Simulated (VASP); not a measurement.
# Al (Fm-3m) in VASP: further runs

The runs below take Al through single point, with PBEsol.

Program: VASP 6.6.1. These are calculated values, not measurements. Logs are shortened: lines on timing, memory, paths and dates and some standing lists are left out, and cuts for length are marked.

### 1 The cell of the first run

It takes space group Fm-3m (No. 225, cubic). The conventional cell has a = 3.968 Å, b = 3.968 Å, c = 3.968 Å, α = 90.00°, β = 90.00°, γ = 90.00°. Al (site symmetry m-3m) has 12 Al at 2.81 Å within 3.7 Å.

### 2 Single point, PBEsol

INCAR

```
PREC = Accurate
ENCUT = 520
EDIFF = 1E-6
ISMEAR = 0
SIGMA = 0.1
LREAL = F
LASPH = T
NELM = 80
ALGO = Normal
ISIF = 2
LWAVE = F
LCHARG = F
GGA = PS
NBANDS = 8
```

KPOINTS

```
regular mesh
0
Gamma
  18 18 18
```

POSCAR

```
Al
1.0
    0.0000000000      1.9842494519      1.9842494519
    1.9842494519      0.0000000000      1.9842494519
    1.9842494519      1.9842494519      0.0000000000
Al
1
Direct
    0.0000000000      0.0000000000      0.0000000000
```

Potentials or basis: VASP PAW PBE potentials, release 64 (Al).

Started as:

```console
$ cat potpaw_PBE.64/Al/POTCAR > POTCAR
$ mpirun -np 1 vasp_std > vasp.out
```

OUTCAR:

```text
PREC = Accurate
   ENCUT = 520
   EDIFF = 1E-6
   ISMEAR = 0
   LREAL = F
   LASPH = T
   NELM = 80
   ISIF = 2
   GGA = PS

 ion  position               nearest neighbor table
   1  0.000  0.000  0.000-

  LATTYP: Found a face centered cubic cell.
 ALAT       =     3.9684989038

  Lattice vectors:

 A1 = (   0.0000000000,   1.9842494519,   1.9842494519)
 A2 = (   1.9842494519,   0.0000000000,   1.9842494519)
 A3 = (   1.9842494519,   1.9842494519,   0.0000000000)

Analysis of symmetry for initial positions (statically):
=====================================================================
 Subroutine PRICEL returns:
 Original cell was already a primitive cell.

 Routine SETGRP: Setting up the symmetry group for a
 face centered cubic supercell.

 Subroutine GETGRP returns: Found 48 space group operations
 (whereof 48 operations were pure point group operations)
 out of a pool of 48 trial point group operations.

The static configuration has the point symmetry O_h .

Analysis of symmetry for dynamics (positions and initial velocities):
=====================================================================
 Subroutine PRICEL returns:
 Original cell was already a primitive cell.

 Routine SETGRP: Setting up the symmetry group for a
 face centered cubic supercell.

 Subroutine GETGRP returns: Found 48 space group operations
 (whereof 48 operations were pure point group operations)
 out of a pool of 48 trial point group operations.

The dynamic configuration has the point symmetry O_h .

 Subroutine INISYM returns: Found 48 space group operations
 (whereof 48 operations are pure point group operations),
 and found     1 'primitive' translations

----------------------------------------------------------------------------------------

                                     Primitive cell

  volume of cell :      15.6250

  direct lattice vectors                    reciprocal lattice vectors
     0.000000000  1.984249452  1.984249452    -0.251984447  0.251984447  0.251984447
     1.984249452  0.000000000  1.984249452     0.251984447 -0.251984447  0.251984447
     1.984249452  1.984249452  0.000000000     0.251984447  0.251984447 -0.251984447

  length of vectors
     2.806152486  2.806152486  2.806152486     0.436449864  0.436449864  0.436449864

  position of ions in fractional coordinates (direct lattice)
     0.000000000  0.000000000  0.000000000

  ion indices of the primitive-cell ions
   primitive index   ion index
                 1           1

----------------------------------------------------------------------------------------

 KPOINTS: regular mesh

Automatic generation of k-mesh.
 Grid dimensions read from file:
 generate k-points for:   18   18   18

 Generating k-lattice:

  Cartesian coordinates                     Fractional coordinates (reciprocal lattice)
    -0.013999136  0.013999136  0.013999136     0.055555556  0.000000000  0.000000000
     0.013999136 -0.013999136  0.013999136     0.000000000  0.055555556  0.000000000
     0.013999136  0.013999136 -0.013999136     0.000000000  0.000000000  0.055555556

  Length of vectors
     0.024247215  0.024247215  0.024247215

  Shift w.r.t. Gamma in fractional coordinates (k-lattice)
     0.000000000  0.000000000  0.000000000

 Subroutine IBZKPT returns following result:
 ===========================================

 Found    195 irreducible k-points:

 Following reciprocal coordinates:
            Coordinates               Weight
  0.000000  0.000000  0.000000      1.000000
  0.055556  0.000000  0.000000      8.000000
  0.111111  0.000000  0.000000      8.000000
  0.166667  0.000000  0.000000      8.000000
  0.222222  0.000000  0.000000      8.000000
  0.277778  0.000000  0.000000      8.000000
[... 16 lines left out ...]
 -0.277778  0.055556  0.000000     24.000000
 -0.222222  0.055556  0.000000     24.000000
 [... further k-points ...]
   k-points           NKPTS =    195   k-points in BZ     NKDIM =    195   number of bands    NBANDS=      8
   number of dos      NEDOS =    301   number of ions     NIONS =      1
   total plane-waves  NPLWV =  13824
   dimension x,y,z NGX =    24 NGY =   24 NGZ =   24
   dimension x,y,z NGXF=    48 NGYF=   48 NGZF=   48
   ions per type =               1
   NGX,Y,Z   is equivalent  to a cutoff of  14.22, 14.22, 14.22 a.u.
   NGXF,Y,Z  is equivalent  to a cutoff of  28.44, 28.44, 28.44 a.u.
 SYSTEM =  unknown system
   PREC   = accura    normal or accurate (medium, high low for compatibility)
   ISTART =      0    job   : 0-new  1-cont  2-samecut
   ICHARG =      2    charge: 1-file 2-atom 10-const
   ISPIN  =      1    spin polarized calculation?
   LNONCOLLINEAR =      F non collinear calculations
   LSORBIT =      F    spin-orbit coupling
   LASPH  =      T    aspherical Exc in radial PAW
   ENCUT  =  520.0 eV  38.22 Ry    6.18 a.u.   5.22  5.22  5.22*2*pi/ulx,y,z
   NELM   =     80;   NELMIN=  2; NELMDL= -5     # of ELM steps
   EDIFF  = 0.1E-05   stopping-criterion for ELM
   LREAL  =      F    real-space projection
   EDIFFG = 0.1E-04   stopping-criterion for IOM
   NSW    =      0    number of steps for IOM
   IBRION =     -1    ionic relax: 0-MD 1-quasi-New 2-CG
   NFREE  =      0    steps in history (QN), initial steepest desc. (CG)
   ISIF   =      2    stress and relaxation
   ISYM   =      2    0-nonsym 1-usesym 2-fastsym
   POTIM  = 0.5000    time-step for ionic-motion
   TEBEG  =    0.0;   TEEND  =   0.0 temperature during run
   PSTRESS=    0.0 pullay stress
   NELECT =       3.0000    total number of electrons
   NUPDOWN=      -1.0000    fix difference up-down
   EMIN   =  10.00;   EMAX   =-10.00  energy-range for DOS
   EFERMI =   0.00;   METHOD = LEGACY
   ISMEAR =     0;   SIGMA  =   0.10  broadening in eV -4-tet -1-fermi 0-gaus
   EFERMI_NEDOS =   21; number of points for ismear=-14 and -15
   IALGO  =     38    algorithm
   IMIX   =      4    mixing-type and parameters
     AMIX     =   0.40;   BMIX     =  1.00
     AMIX_MAG =   1.60;   BMIX_MAG =  1.00
  volume/ion in A,a.u.               =      15.62       105.44
  Fermi-wavevector in a.u.,A,eV,Ry     =   0.944443  1.784738 12.136018  0.891972
  Thomas-Fermi vector in A             =   2.072248
   LORBIT       =      0    0 simple, 1 ext, 2 COOP (PROOUT), +10 PAW based schemes
   GGA     = PS    functional components
   LHFCALC =     F    Hartree Fock is set to
   AEXX    =    0.0000 exact exchange contribution
   IVDW    =     0    specifies the selected vdW correction
   LEPSILON=     F    determine dielectric tensor
   LRPA    =     F    only Hartree local field effects (RPA)
 non-spin polarized calculation
 Gauss-broadening in eV      SIGMA  =   0.10
  energy-cutoff  :      520.00
  volume of cell :       15.62
 maximum number of plane-waves:       444
 NGX is ok and might be reduce to    24
   NGX = 11   NGY = 11   NGZ = 11

 number of electron       3.0000000 magnetization

 Free energy of the ion-electron system (eV)
  ---------------------------------------------------
  ext. energy  EPLUGINS =         0.00000000
  ---------------------------------------------------
  free energy    TOTEN  =        -4.08528628 eV

  energy without entropy =       -4.08240693  energy(sigma->0) =       -4.08384661

 E-fermi :   8.5223     XC(G=0): -10.4571

 val. band max:        8.5187398435   @ k =  -0.4444   0.3333   0.1111
 cond. band min:       8.5422829127   @ k =  -0.2222   0.3889   0.1667
 fundamental gap:      0.0235430692
 Fermi energy:         8.5222686452

 k-point     1 :       0.0000    0.0000    0.0000
  band No.  band energies     occupation
      1      -2.9824      2.00000
      2      21.4284      0.00000
      3      21.4284      0.00000
      4      21.4284      0.00000
      5      23.3419      0.00000
      6      23.3419      0.00000
      7      23.3419      0.00000
      8      25.4161      0.00000

 k-point     2 :       0.0556    0.0000    0.0000
  band No.  band energies     occupation
      1      -2.8955      2.00000
      2      19.9440      0.00000
      3      21.1630      0.00000
      4      21.1630      0.00000
      5      23.7454      0.00000
      6      23.7454      0.00000
      7      23.8325      0.00000
      8      26.3482      0.00000

 k-point     3 :       0.1111    0.0000    0.0000
  band No.  band energies     occupation
      1      -2.6349      2.00000
      2      17.6715      0.00000
      3      20.6852      0.00000
      4      20.6852      0.00000
      5      23.8457      0.00000
      6      24.6131      0.00000
      7      24.6131      0.00000
      8      26.9341      0.00000

 k-point     4 :       0.1667    0.0000    0.0000
  band No.  band energies     occupation
      1      -2.2018      2.00000
      2      15.3713      0.00000
      3      20.2509      0.00000
      4      20.2509      0.00000
      5      23.6550      0.00000
      6      25.2171      0.00000
      7      25.2171      0.00000
      8      26.2699      0.00000

 k-point     5 :       0.2222    0.0000    0.0000
  band No.  band energies     occupation
      1      -1.5978      2.00000
      2      13.1463      0.00000
      3      19.9268      0.00000
      4      19.9268      0.00000
      5      23.4638      0.00000
      6      24.3194      0.00000
      7      24.3194      0.00000
      8      27.3276      0.00000
[... 177 lines left out ...]
 k-point    22 :      -0.3333    0.0556    0.0000
  band No.  band energies     occupation
      1       0.5373      2.00000
      2       8.4748      1.49797
      3      17.9551      0.00000
      4      20.8716      0.00000
      5      21.0204      0.00000
      6      22.4596      0.00000
      7      24.0588      0.00000
      8      27.0224      0.00000

 k-point    23 :      -0.2778    0.0556    0.0000
  band No.  band energies     occupation
      1      -0.4548      2.00000
      2      10.4171      0.00000
      3      17.9746      0.00000
      4      20.9416      0.00000
      5      21.8529      0.00000
      6      23.3410      0.00000
      7      24.0214      0.00000
      8      27.8372      0.00000

 k-point    24 :      -0.2222    0.0556    0.0000
  band No.  band energies     occupation
      1      -1.2825      2.00000
      2      12.4855      0.00000
      3      18.1412      0.00000
      4      21.0740      0.00000
      5      22.8826      0.00000
      6      23.9879      0.00000
      7      24.4523      0.00000
      8      26.6970      0.00000

 [... further k-points ...]

------------------------ aborting loop because EDIFF is reached ----------------------------------------

  FORCE on cell =-STRESS in cart. coord.  units (eV):
  Direction    XX          YY          ZZ          XY          YZ          ZX
  --------------------------------------------------------------------------------------
  -------------------------------------------------------------------------------------
  Total        0.3053916      0.3053916      0.3053916     -0.0000000      0.0000000      0.0000000
  in kB       31.3147449     31.3147449     31.3147449     -0.0000000      0.0000000      0.0000000
  external PRESSURE =      31.3147449 kB  Pullay stress =       0.0000000 kB

 VOLUME and BASIS-vectors are now :
 -----------------------------------------------------------------------------
  energy-cutoff  :      520.00
  volume of cell :       15.62
      direct lattice vectors                 reciprocal lattice vectors
     0.000000000  1.984249452  1.984249452    -0.251984447  0.251984447  0.251984447
     1.984249452  0.000000000  1.984249452     0.251984447 -0.251984447  0.251984447
     1.984249452  1.984249452  0.000000000     0.251984447  0.251984447 -0.251984447

 POSITION                                       TOTAL-FORCE (eV/Angst)
 -----------------------------------------------------------------------------------
      0.00000      0.00000      0.00000         0.000000      0.000000      0.000000
 -----------------------------------------------------------------------------------
    total drift:                               -0.000000      0.000000      0.000000

  FREE ENERGIE OF THE ION-ELECTRON SYSTEM (eV)
  ---------------------------------------------------
  free  energy   TOTEN  =        -4.0852862804 eV

  energy  without entropy=       -4.0824069300  energy(sigma->0) =       -4.08384661
```

It took 18 s on 1 thread of Intel Xeon 8259CL, shared host; peak memory 0.14 GiB.

Results:

```yaml
Free_energy: -4.0853 eV
Pressure: 3.1 GPa
```

Caveat: the PAW data sets were made with another functional, which shifts forces and pressure a little.

### 3 Single point, PBEsol

This run uses another cell than the first one, of 16.86 Å³/atom, 1.079 times its volume.

INCAR

```
  ALGO = Normal
  EDIFF = 1E-6
  ENCUT = 520
  GGA = PS
  ISIF = 2
  ISMEAR = 0
  LASPH = True
  LCHARG = False
  LREAL = False
  LWAVE = False
  NBANDS = 8
  NELM = 60
  PREC = Accurate
  SIGMA = 0.1
```

KPOINTS

```
k-points
0
Gamma
  18 18 18
```

POSCAR

```
Al
1.0
    0.0000000000      2.0352414914      2.0352414914
    2.0352414914      0.0000000000      2.0352414914
    2.0352414914      2.0352414914      0.0000000000
Al
1
Direct
    0.0000000000      0.0000000000      0.0000000000
```

Potentials or basis: VASP PAW PBE potentials, release 64 (Al).

Started as:

```console
$ cat potpaw_PBE.64/Al/POTCAR > POTCAR
$ mpirun -np 1 vasp_std > vasp.out
```

Wall time 19 s (1 thread of Intel Xeon 8259CL, shared host); peak memory 0.14 GiB.

The run converged. Its results:

```yaml
Free_energy: -4.0843 eV
Pressure: -3.0 GPa
```

Levels at points of the mesh, in eV from the Fermi level:
```
           k point  band 1  band 2  band 3  band 4  band 5  band 6
(0.00, 0.00, 0.00)  -10.97   12.49   12.49   12.49   13.82   13.82
(0.50, 0.00, 0.00)   -4.50   -4.33   11.18   11.18   11.35   11.35
(0.50, 0.50, 0.00)   -2.85   -1.59    5.26    5.50    5.50    8.87
```

Caveat: the PAW data sets were made with another functional, which shifts forces and pressure a little.

### 4 Single point, PBEsol

This run uses another cell than the first one, of 12.94 Å³/atom, 0.828 times its volume.

INCAR

```
PREC = Accurate
ENCUT = 520
EDIFF = 1E-7
ISMEAR = 0
SIGMA = 0.1
LREAL = F
LASPH = T
NELM = 100
ALGO = Fast
ISIF = 2
LWAVE = F
LCHARG = F
GGA = PS
NBANDS = 8
```

KPOINTS

```
regular mesh
0
Gamma
  20 20 20
```

POSCAR

```
Al
1.0
    0.0000000000      1.8633992017      1.8633992017
    1.8633992017      0.0000000000      1.8633992017
    1.8633992017      1.8633992017      0.0000000000
Al
1
Direct
    0.0000000000      0.0000000000      0.0000000000
```

Started as:

```console
$ cat potpaw_PBE.64/Al/POTCAR > POTCAR
$ mpirun -np 1 vasp_std > vasp.out
```

Run time: 32 s. Hardware: 1 thread of Intel Xeon 8259CL, shared host; peak memory 0.13 GiB.

It converged, with:

| Property | Result |
| --- | --- |
| Free energy | -3.8425 eV |
| Pressure | 30.2 GPa |

Levels at points of the mesh, in eV from the Fermi level:
```tsv
k point	band 1	band 2	band 3	band 4	band 5	band 6
(0.00, 0.00, 0.00)	-12.91	14.02	14.02	14.02	17.56	17.56
(0.50, 0.00, 0.00)	-5.60	-4.74	12.62	12.62	14.27	14.27
(0.50, 0.50, 0.00)	-3.50	-1.77	5.29	6.87	6.87	11.77
```

Caveat: the PAW data sets were made with another functional, which shifts forces and pressure a little.

### 5 Overview

```csv
cell,k mesh,gap on the mesh (eV),pressure (GPa)
"a = 2.806 Å, angles 60.0°, 1 atom",18 × 18 × 18,none,3.1
"a = 2.878 Å, angles 60.0°, 1 atom",18 × 18 × 18,none,-3.0
"a = 2.635 Å, angles 60.0°, 1 atom",20 × 20 × 20,none,30.2
```

Alike in all rows: task single point; level PBEsol; potentials or basis VASP PAW PBE potentials, release 64 (Al); no spin polarisation; cutoff (eV) 520; smearing gaussian 0.1 eV.

Caveats: the PAW data sets were made with another functional, which shifts forces and pressure a little.

Absolute energies hang on the potentials; compare differences alone.
